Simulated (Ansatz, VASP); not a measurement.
# Cl: VASP beside Ansatz

File INCAR:

```
SYSTEM = Cl
  PREC = Accurate
  ENCUT = 520
  EDIFF = 1E-6
  ISMEAR = -1
  SIGMA = 0.1
  LREAL = .FALSE.
  LASPH = .TRUE.
  NELM = 80
  ALGO = Normal
  ISIF = 2
  LWAVE = .FALSE.
  LCHARG = .FALSE.
  GGA = PS
  NBANDS = 14
```

The input KPOINTS:

```
Automatic mesh
0
G
  12 12 12
  0 0 0
```

The input POSCAR:

```
Cl
1.0
    0.0000000000      3.0259102425      3.0259102425
    3.0259102425      0.0000000000      3.0259102425
    3.0259102425      3.0259102425      0.0000000000
Cl
2
Direct
   -0.1250000000     -0.1250000000     -0.1250000000
    0.1250000000      0.1250000000      0.1250000000
```

Input for Ansatz:

```yaml
crystal:
  lattice:
    - [0.0, 3.0259102425, 3.0259102425]
    - [3.0259102425, 0.0, 3.0259102425]
    - [3.0259102425, 3.0259102425, 0.0]
  atoms:
    - { symbol: Cl, position: [-0.125, -0.125, -0.125] }
    - { symbol: Cl, position: [0.125, 0.125, 0.125] }
kpoints:
  mp_grid: { grid: [12, 12, 12] }
scf:
  occupations: { method: fermi_dirac, width: 0.1 }
hamiltonian:
  xc: pbesol
  pseudopotentials: { kind: all_electron, lapw: { basis_error: 0.001 } }
output:
  forces: true
  stress: true
  eigenvalues: true
  populations: true
```

Change from the starting cell: volume scaled by 0.88, LAPW.

Alike in both runs: task single point; functional PBEsol; k mesh 12 × 12 × 12; occupations fermi-dirac, width 0.1 eV; no spin polarisation.

```csv
,VASP,Ansatz
version,VASP 6.6.1,Ansatz 0.2.0
potentials or method,"VASP PAW PBE potentials, release 64 (Cl), cutoff 520 eV","all-electron LAPW, scalar-relativistic"
```

```tsv
	VASP	Ansatz	Ansatz less VASP
pressure (GPa)	3.7	3.7	+0.04
```

VASP's potentials were made for PBE, not for PBEsol. Ansatz ran all-electron here, and VASP with PAW potentials.
